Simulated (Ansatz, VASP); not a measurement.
MnAs: VASP beside Ansatz

File INCAR:

```
SYSTEM = MnAs
PREC = Accurate
ENCUT = 520
EDIFF = 1E-6
ISMEAR = 0
SIGMA = 0.05
LREAL = .False.
LASPH = .True.
NELM = 150
ALGO = Normal
ISIF = 2
LWAVE = .False.
LCHARG = .False.
ISPIN = 2
MAGMOM = 3.89 0
LORBIT = 11
LMAXMIX = 4
GGA = PE
NBANDS = 20
```

KPOINTS

```
regular mesh
0
Gamma
  12 12 12
  0 0 0
```

The input POSCAR:

```
MnAs
1.0
    0.0000000000      2.8299541856      2.8299541856
    2.8299541856      0.0000000000      2.8299541856
    2.8299541856      2.8299541856      0.0000000000
Mn As
1 1
Direct
    0.0000000000      0.0000000000      0.0000000000
    0.2500000000      0.2500000000      0.2500000000
```

Input for Ansatz:

```yaml
crystal:
  lattice:
    - [0.0, 2.8299541856, 2.8299541856]
    - [2.8299541856, 0.0, 2.8299541856]
    - [2.8299541856, 2.8299541856, 0.0]
  atoms:
    - { symbol: Mn, position: [0.0, 0.0, 0.0], spin: 3.89 }
    - { symbol: As, position: [0.25, 0.25, 0.25] }
basis:
  ecutwfc: 420
  ecutrho_ratio: 4
kpoints:
  mp_grid: { grid: [12, 12, 12] }
hamiltonian:
  xc: pbe
scf:
  occupations: { method: gaussian, width: 0.05 }
output:
  forces: true
  stress: true
  eigenvalues: true
  populations: true
magnetization:
  spin_polarized: true
```

Alike in both runs: task single point; functional PBE; k mesh 12 × 12 × 12; occupations gaussian, width 0.05 eV; collinear spin.

|  | VASP | Ansatz |
| --- | --- | --- |
| version | VASP 6.6.1 | Ansatz 0.2.0 |
| potentials or method | VASP PAW PBE potentials, release 64 (Mn_pv, As), cutoff 520 eV | scalar-relativistic, plane waves, PAW |
| valence electrons in the cell | 18 | 30 |

```tsv
	VASP	Ansatz	Ansatz less VASP
gap on the k mesh at the Fermi level (eV)	none	none	-
pressure (GPa)	0.1	0.0	-0.06
net moment per atom (μB)	1.86	1.86	+0.005
size of the moment on the site where the two differ most (μB)	3.65	3.52	-0.121
```

Site moments also hang on the region over which each program counts them. A gap of «none» marks a metal or a gap that the smearing closes. VASP's potentials hold 18 valence electrons a cell and Ansatz's 30, so a difference there can come from the potentials and not from the codes.
